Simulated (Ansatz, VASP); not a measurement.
## C in VASP and in Ansatz

```
C
1.0
     0.00000    1.77744    1.77744
     1.77744    0.00000    1.77744
     1.77744    1.77744    0.00000
C
2
Direct
  0.50000 0.50000 0.50000
  0.75000 0.75000 0.75000
```

Change from the starting cell: volume scaled by 0.99.

Alike in both runs: task single point; functional LDA; k mesh 16 × 16 × 16; occupations fermi-dirac, width 0.03 eV; no spin polarisation.

```csv
,VASP,Ansatz
version,VASP 6.6.1,Ansatz 0.2.0
potentials or method,"VASP PAW LDA potentials, release 64 (C), cutoff 520 eV","all-electron LAPW, scalar-relativistic"
```

Ansatz gave:

```
gap on the k mesh at the Fermi level (eV) : 4.13
pressure (GPa)                            : -8.7
```

What did VASP give for the same quantities?

gap on the k mesh at the Fermi level (eV): 4.12; pressure (GPa): -7.3.

LDA's correlation is that of Perdew and Zunger in VASP and of Perdew and Wang (1992) in Ansatz. Ansatz ran all-electron here, and VASP with PAW potentials.
